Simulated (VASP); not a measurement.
Wanted: the native input for a VASP 6.6.1 run.

- Task: single point
- Functional: PBE
- Potentials or basis: VASP PAW PBE potentials, release 64 (Na_pv, Ag, S)
- Cutoff: 520 eV
- k mesh: 2 × 3 × 3
- Occupations: gaussian, width 0.15 eV
- Spin: no spin polarisation
- Dipole correction: no
- Further INCAR settings: ALGO = Normal; EDIFF = 1e-06; NBANDS = 38

The structure of Na4AgS3 lies in POSCAR:

```
Na4AgS3
1.0
   10.2085391509      0.0000000000      0.0000000000
    0.0000000000      3.4422032185      3.4515963177
    0.0000000000     -3.4422032185      3.4515963177
Na Ag S
4 1 3
Direct
    0.1593857120      0.8636273223      0.3646895110
    0.8406142880      0.3646895110      0.8636273223
    0.1593857120      0.3646895110      0.8636273223
    0.8406142880      0.8636273223      0.3646895110
    0.5000000000     -0.1265358624     -0.1265358624
    0.7252759792      0.8652699042      0.8652699042
    0.2747240208      0.8652699042      0.8652699042
    0.0000000000      0.3629632374      0.3629632374
```

The cell was generated, and may not be a known phase.

The input as run:

INCAR

```
ALGO = Normal ; EDIFF = 1E-6
ENCUT = 520 ; GGA = PE
ISIF = 2 ; ISMEAR = 0
LASPH = True ; LCHARG = False
LREAL = False ; LWAVE = False
NBANDS = 38 ; NELM = 60
PREC = Accurate ; SIGMA = 0.15
```

KPOINTS

```
k-points
0
Gamma
  2 3 3
```

Potentials or basis: VASP PAW PBE potentials, release 64 (Na_pv, Ag, S).

The run is started by

```console
$ cat potpaw_PBE.64/Na_pv/POTCAR potpaw_PBE.64/Ag/POTCAR potpaw_PBE.64/S/POTCAR > POTCAR
$ mpirun -np 1 vasp_std > vasp.out
```

Results of the run:

```json
{
 "Pressure": "0.3 GPa",
 "Largest force": "0.063 eV/Å",
 "Band gap on the k mesh": "zero (an odd number of electrons rules out a gap without spin polarisation)"
}
```

Caveat: the k points lie up to 0.43 Å⁻¹ apart, too coarse for converged energies and pressures of a metal.

It took 95 s on 1 thread of Intel(R) Xeon(R) Platinum 8259CL CPU @ 2.50GHz (Skylake/Cascade Lake), on a shared host, peak memory 0.34 GiB.
